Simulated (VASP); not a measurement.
# Sr4Ta2O (P4/nmm) in VASP: single point with PBE

Aim: the single point of Sr4Ta2O with PBE.

All numbers are computed with VASP 6.6.1; they aren't measurements. Logs are shortened: lines on timing, memory, paths and dates and some standing lists are left out, and cuts for length are marked.

## Step 1: The cell of the first run

It takes space group P4/nmm (No. 129, tetragonal). The conventional cell has a = 3.726 Å, b = 3.726 Å, c = 30.234 Å, α = 90.00°, β = 90.00°, γ = 90.00°. Sr (site symmetry 4mm) has 1 O at 2.82 Å and 8 Sr at 3.73 to 3.88 Å within 3.9 Å. Within 3.4 Å of Sr (site symmetry 4mm) lie 5 O at 2.54 to 2.63 Å. Sr (site symmetry 4mm) has 5 Ta at 3.44 to 3.51 Å and 8 Sr at 3.73 to 4.35 Å within 4.5 Å. Within 4.9 Å of Sr (site symmetry 4mm) lie 12 Sr at 3.73 to 4.35 Å. Within 3.8 Å of Ta (site symmetry 4mm) lie 13 Ta at 2.74 to 3.73 Å and 1 Sr at 3.44 Å. Ta (site symmetry 4mm) has 9 Ta at 2.74 to 3.73 Å and 4 Sr at 3.51 Å within 3.8 Å. O (site symmetry 4mm) has 6 Sr at 2.54 to 2.82 Å within 3.4 Å.

## Step 2: Single point, PBE

Input file INCAR:

```
SYSTEM = Sr4Ta2O
PREC = Accurate
ENCUT = 520
EDIFF = 1E-6
ISMEAR = 0
SIGMA = 0.1
LREAL = .FALSE.
LASPH = .TRUE.
NELM = 60
ALGO = Normal
ISIF = 2
LWAVE = .FALSE.
LCHARG = .FALSE.
GGA = PE
NBANDS = 81
```

Input file KPOINTS:

```
regular mesh
0
G
  8 8 1
  0 0 0
```

Input file POSCAR:

```
Sr4Ta2O
1.0
    3.7256958927      0.0000000000      0.0000000000
    0.0000000000      3.7256958927      0.0000000000
    0.0000000000      0.0000000000     30.2338522962
Sr Ta O
8 4 2
Direct
    0.5000000000      0.0000000000      0.3641687761
    0.0000000000      0.5000000000      0.4584382735
    0.0000000000      0.5000000000      0.6358312239
    0.5000000000      0.0000000000      0.5415617265
    0.0000000000      0.5000000000      0.8594832988
    0.5000000000      0.0000000000      0.1405167012
    0.0000000000      0.5000000000      0.2550936188
    0.5000000000      0.0000000000      0.7449063812
    0.0000000000      0.5000000000      0.9730988135
    0.5000000000      0.0000000000      0.9362373520
    0.5000000000      0.0000000000      0.0269011865
    0.0000000000      0.5000000000      0.0637626480
    0.5000000000      0.0000000000      0.4575849287
    0.0000000000      0.5000000000      0.5424150713
```

Potentials or basis: VASP PAW PBE potentials, release 64 (Sr_sv, Ta_pv, O).

Command:

```bash
cat potpaw_PBE.64/Sr_sv/POTCAR potpaw_PBE.64/Ta_pv/POTCAR potpaw_PBE.64/O/POTCAR > POTCAR
mpirun -np 1 vasp_std > vasp.out
```

OUTCAR:

```text
SYSTEM = Sr4Ta2O
   PREC = Accurate
   ENCUT = 520
   EDIFF = 1E-6
   ISMEAR = 0
   LREAL = .FALSE.
   LASPH = .TRUE.
   NELM = 60
   ISIF = 2
   GGA = PE

 ion  position               nearest neighbor table
   1  0.500  0.000  0.364-  13 2.82   2 3.88   2 3.88   2 3.88   2 3.88   7 4.22   7 4.22   7 4.22
                             7 4.22
   2  0.000  0.500  0.458-  14 2.54  13 2.63  13 2.63  13 2.63  13 2.63   4 3.64   4 3.64   4 3.64
                             4 3.64   1 3.88   1 3.88   1 3.88   1 3.88
   3  0.000  0.500  0.636-  14 2.82   4 3.88   4 3.88   4 3.88   4 3.88   8 4.22   8 4.22   8 4.22
                             8 4.22
   4  0.500  0.000  0.542-  13 2.54  14 2.63  14 2.63  14 2.63  14 2.63   2 3.64   2 3.64   2 3.64
                             2 3.64   3 3.88   3 3.88   3 3.88   3 3.88
   5  0.000  0.500  0.859-   9 3.44  10 3.51  10 3.51  10 3.51  10 3.51   8 4.35   8 4.35   8 4.35
                             8 4.35
   6  0.500  0.000  0.141-  11 3.44  12 3.51  12 3.51  12 3.51  12 3.51   7 4.35   7 4.35   7 4.35
                             7 4.35
   7  0.000  0.500  0.255-   1 4.22   1 4.22   1 4.22   1 4.22   6 4.35   6 4.35   6 4.35   6 4.35

   8  0.500  0.000  0.745-   3 4.22   3 4.22   3 4.22   3 4.22   5 4.35   5 4.35   5 4.35   5 4.35

   9  0.000  0.500  0.973-  12 2.74  10 2.86  10 2.86  10 2.86  10 2.86  11 3.10  11 3.10  11 3.10
                            11 3.10   5 3.44
  10  0.500  0.000  0.936-  11 2.74   9 2.86   9 2.86   9 2.86   9 2.86   5 3.51   5 3.51   5 3.51
                             5 3.51
  11  0.500  0.000  0.027-  10 2.74  12 2.86  12 2.86  12 2.86  12 2.86   9 3.10   9 3.10   9 3.10
                             9 3.10   6 3.44
  12  0.000  0.500  0.064-   9 2.74  11 2.86  11 2.86  11 2.86  11 2.86   6 3.51   6 3.51   6 3.51
                             6 3.51
  13  0.500  0.000  0.458-   4 2.54   2 2.63   2 2.63   2 2.63   2 2.63   1 2.82
  14  0.000  0.500  0.542-   2 2.54   4 2.63   4 2.63   4 2.63   4 2.63   3 2.82

  LATTYP: Found a simple tetragonal cell.
 ALAT       =     3.7256958927
 C/A-ratio  =     8.1149544050

  Lattice vectors:

 A1 = (   3.7256958927,   0.0000000000,   0.0000000000)
 A2 = (   0.0000000000,   3.7256958927,   0.0000000000)
 A3 = (   0.0000000000,   0.0000000000,  30.2338522962)

Analysis of symmetry for initial positions (statically):
=====================================================================
 Subroutine PRICEL returns:
 Original cell was already a primitive cell.

 Routine SETGRP: Setting up the symmetry group for a
 simple tetragonal supercell.

 Subroutine GETGRP returns: Found 16 space group operations
 (whereof  8 operations were pure point group operations)
 out of a pool of 16 trial point group operations.

[... 150 lines left out ...]
     AMIX_MAG =   1.60;   BMIX_MAG =  1.00
  volume/ion in A,a.u.               =      29.98       202.29
  Fermi-wavevector in a.u.,A,eV,Ry     =   1.124480  2.124959 17.203956  1.264455
  Thomas-Fermi vector in A             =   2.261152
   LORBIT       =      0    0 simple, 1 ext, 2 COOP (PROOUT), +10 PAW based schemes
   GGA     = PE    functional components
   LHFCALC =     F    Hartree Fock is set to
   AEXX    =    0.0000 exact exchange contribution
   IVDW    =     0    specifies the selected vdW correction
   LEPSILON=     F    determine dielectric tensor
   LRPA    =     F    only Hartree local field effects (RPA)
 non-spin polarized calculation
 Gauss-broadening in eV      SIGMA  =   0.10
  energy-cutoff  :      520.00
  volume of cell :      419.67
 maximum number of plane-waves:     11346
 NGX is ok and might be reduce to    28
   NGX = 13   NGY = 13   NGZ =113

 number of electron     135.9999982 magnetization

 Free energy of the ion-electron system (eV)
  ---------------------------------------------------
  ext. energy  EPLUGINS =         0.00000000
  ---------------------------------------------------
  free energy    TOTEN  =       -77.31238641 eV

  energy without entropy =      -77.24861646  energy(sigma->0) =      -77.28050143

 E-fermi :   3.1800     XC(G=0):  -9.0831

 val. band max:        3.1680884849   @ k =   0.2500   0.2500   0.0000
 cond. band min:       3.1931481160   @ k =   0.5000   0.3750   0.0000
 fundamental gap:      0.0250596311
 Fermi energy:         3.1800443678

 k-point     1 :       0.0000    0.0000    0.0000
  band No.  band energies     occupation
      1     -33.2165      2.00000
      2     -33.2165      2.00000
      3     -33.1124      2.00000
      4     -33.1123      2.00000
      5     -32.7197      2.00000
      6     -32.6352      2.00000
[... 1234 lines left out ...]
     79       4.3544      0.00000
     80       4.3544      0.00000
 [bands above 80 left out]

------------------------ aborting loop because EDIFF is reached ----------------------------------------

  FORCE on cell =-STRESS in cart. coord.  units (eV):
  Direction    XX          YY          ZZ          XY          YZ          ZX
  --------------------------------------------------------------------------------------
  -------------------------------------------------------------------------------------
  Total        0.2713289      0.2713289      0.1441247      0.0000000      0.0000000      0.0000000
  in kB        1.0358536      1.0358536      0.5502254      0.0000000      0.0000000      0.0000000
  external PRESSURE =       0.8739776 kB  Pullay stress =       0.0000000 kB

 VOLUME and BASIS-vectors are now :
 -----------------------------------------------------------------------------
  energy-cutoff  :      520.00
  volume of cell :      419.67
      direct lattice vectors                 reciprocal lattice vectors
     3.725695893  0.000000000  0.000000000     0.268406233  0.000000000  0.000000000
     0.000000000  3.725695893  0.000000000     0.000000000  0.268406233  0.000000000
     0.000000000  0.000000000 30.233852296     0.000000000  0.000000000  0.033075507

 POSITION                                       TOTAL-FORCE (eV/Angst)
 -----------------------------------------------------------------------------------
      1.86285      0.00000     11.01022         0.000000     -0.000000     -0.015072
      0.00000      1.86285     13.86036         0.000000     -0.000000     -0.027034
      0.00000      1.86285     19.22363        -0.000000      0.000000      0.015072
      1.86285      0.00000     16.37350         0.000000      0.000000      0.027034
      0.00000      1.86285     25.98549        -0.000000     -0.000000     -0.014195
      1.86285      0.00000      4.24836        -0.000000      0.000000      0.014195
      0.00000      1.86285      7.71246        -0.000000     -0.000000      0.001705
      1.86285      0.00000     22.52139        -0.000000     -0.000000     -0.001705
      0.00000      1.86285     29.42053        -0.000000     -0.000000      0.001064
      1.86285      0.00000     28.30606         0.000000     -0.000000      0.004669
      1.86285      0.00000      0.81333         0.000000      0.000000     -0.001064
      0.00000      1.86285      1.92779        -0.000000      0.000000     -0.004669
      1.86285      0.00000     13.83456        -0.000000     -0.000000     -0.016095
      0.00000      1.86285     16.39930        -0.000000      0.000000      0.016095
 -----------------------------------------------------------------------------------
    total drift:                                0.000000      0.000000      0.000000

  FREE ENERGIE OF THE ION-ELECTRON SYSTEM (eV)
  ---------------------------------------------------
  free  energy   TOTEN  =       -77.3123864082 eV

  energy  without entropy=      -77.2486164602  energy(sigma->0) =      -77.28050143
```

stdout:

```text
POSCAR found type information on POSCAR SrTaO
 POSCAR found :  3 types and      14 ions
 scaLAPACK will be used
 LDA part: xc-table for (Slater+PW92), standard interpolation
 POSCAR, INCAR and KPOINTS ok, starting setup
 FFT: planning ... GRIDC
 FFT: planning ... GRID_SOFT
 FFT: planning ... GRID
 WAVECAR not read
 entering main loop
```

It took 22 min on 1 thread of AMD EPYC 7R13 (Zen 3), shared host; peak memory 0.64 GiB.

Results:

| Quantity | Value |
| --- | --- |
| Free energy | -77.3124 eV |
| Pressure | 0.1 GPa |
| Largest force | 0.027 eV/Å |
| Band gap on the k mesh | zero (bands 68 and 69 overlap by 0.28 eV) |

Forces in eV/Å, atoms in the order of the input:
```
Sr   0.000  0.000 -0.015
Sr   0.000  0.000 -0.027
Sr   0.000  0.000  0.015
Sr   0.000  0.000  0.027
Sr   0.000  0.000 -0.014
Sr   0.000  0.000  0.014
Sr   0.000  0.000  0.002
Sr   0.000  0.000 -0.002
Ta   0.000  0.000  0.001
Ta   0.000  0.000  0.005
Ta   0.000  0.000 -0.001
Ta   0.000  0.000 -0.005
O    0.000  0.000 -0.016
O    0.000  0.000  0.016
```

Caveat: spin-orbit coupling is left out, which moves the levels of the heavy elements.
